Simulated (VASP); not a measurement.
TiN (qlda), 2 atoms in the cell. The structure is cubic, space group Fm-3m (No. 225). Conventional cell: a = 4.173 Å, b = 4.173 Å, c = 4.173 Å, α = 90.00°, β = 90.00°, γ = 90.00°. Ti (site symmetry m-3m) has 6 N at 2.09 Å within 2.8 Å. N (site symmetry m-3m) has 6 Ti at 2.09 Å within 2.8 Å. 

- Program: VASP 6.6.1
- Task: single point
- Functional: LDA
- Potentials or basis: VASP PAW LDA potentials, release 64 (Ti_sv, N_h)
- Cutoff: 910 eV
- k mesh: 16 × 16 × 16
- Occupations: fermi-dirac, width 0.15 eV
- Spin: no spin polarisation
- Dipole correction: no
- Second run: hard_potentials
- Further INCAR settings: ALGO = Normal; EDIFF = 1e-06; NBANDS = 16

Potentials or basis: VASP PAW LDA potentials, release 64 (Ti_sv, N_h).

Run with:

```sh
$ cat potpaw_LDA.64/Ti_sv/POTCAR potpaw_LDA.64/N_h/POTCAR > POTCAR
$ mpirun -np 1 vasp_std > vasp.out
```

Hardware: 1 thread of AMD EPYC 9R45 96-Core Processor (Zen 5), with other jobs on the host.

Question: Estimate the wall time of this run.

Answer: It took 61 s on 1 thread of AMD EPYC 9R45 96-Core Processor (Zen 5) (shared host), peak memory 0.2 GiB. Counts: scf iterations 15, k points 145.
